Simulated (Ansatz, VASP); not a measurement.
## One calculation of Be2Al, two programs

```xyz
6
Lattice="4.2417 0.0000 0.0000 0.0000 4.2417 0.0000 0.0000 0.0000 4.8465" Properties=species:S:1:pos:R:3 pbc="T T T"
Be   -0.0001    1.0398    0.0000
Be    4.2418    3.2019    0.0000
Be    3.2019   -0.0001    2.4232
Be    1.0398    4.2418    2.4232
Al    2.1209    2.1209    0.0000
Al    2.1209    2.1209    2.4232
```

Alike in both runs: functional PBE; k mesh 4 × 4 × 4; occupations gaussian, width 0.1 eV; no spin polarisation.

Ansatz relaxed the structure, and its values are those at the end. VASP's run is a single point on that final structure, the one shown.

|  | VASP | Ansatz |
| --- | --- | --- |
| version | VASP 6.6.1 | Ansatz 0.2.0 |
| potentials or method | VASP PAW PBE potentials, release 64 (Be, Al), cutoff 520 eV | scalar-relativistic, plane waves, PAW |
| valence electrons in the cell | 14 | 14 |

Ansatz gave:

```
gap on the k mesh at the Fermi level (eV) : none
pressure (GPa)                            : -0.2
rms of the force components (eV/Å)        : 0.001
```

Question: What did VASP give for the same quantities?

Answer: gap on the k mesh at the Fermi level (eV): none; pressure (GPa): -0.2; rms of the force components (eV/Å): 0.003.

A gap of «none» marks a metal or a gap that the smearing closes. The functional is the same, so the differences come from potentials, cutoffs and numerics.

The k mesh is coarse, so the values compare programs but aren't converged.
